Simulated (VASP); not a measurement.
**Re: single point with PBE**

Crystal: Re.

```
CELL_PARAMETERS angstrom
2.84992 0.00000 0.00000
-1.42496 2.46810 0.00000
0.00000 0.00000 4.60211
ATOMIC_POSITIONS crystal
Re 0.33333 0.66667 0.25000
Re 0.66667 0.33333 0.75000
```

```
Program                : VASP 6.6.1
Task                   : single point
Functional             : PBE
Potentials or basis    : VASP PAW PBE potentials, release 64 (Re)
Cutoff                 : 520 eV
k mesh                 : 11 × 11 × 6
Occupations            : fermi-dirac, width 0.1 eV
Spin                   : no spin polarisation
Dipole correction      : no
Further INCAR settings : ALGO = Normal; EDIFF = 1e-06; NBANDS = 14
```

The pressure is -24.8 GPa and the band gap on the k mesh is zero (band 7 reaches 7.87 eV, above the bottom of band 8 at 5.28 eV).

Stress tensor (GPa, compression positive):
```
-24.71   0.00   0.00
  0.00 -24.71   0.00
  0.00   0.00 -25.00
```

Levels at points of the mesh, in eV from the Fermi level:
```
           k point  band 3  band 4  band 5  band 6  band 7  band 8  band 9  band 10  band 11  band 12
(0.00, 0.00, 0.00)   -1.36   -1.35   -1.35   -0.64   -0.64    0.17    0.17     0.47     2.93     2.93
(0.00, 0.00, 0.50)   -2.11   -2.11   -1.47   -1.47   -1.47   -1.47    2.20     2.20     2.20     2.20
```

It took 21 s on 1 thread of Intel(R) Xeon(R) Platinum 8259CL CPU @ 2.50GHz (Skylake/Cascade Lake), with other jobs on the host, peak memory 0.17 GiB.

Caveat: spin-orbit coupling is left out, which moves the levels of the heavy elements.
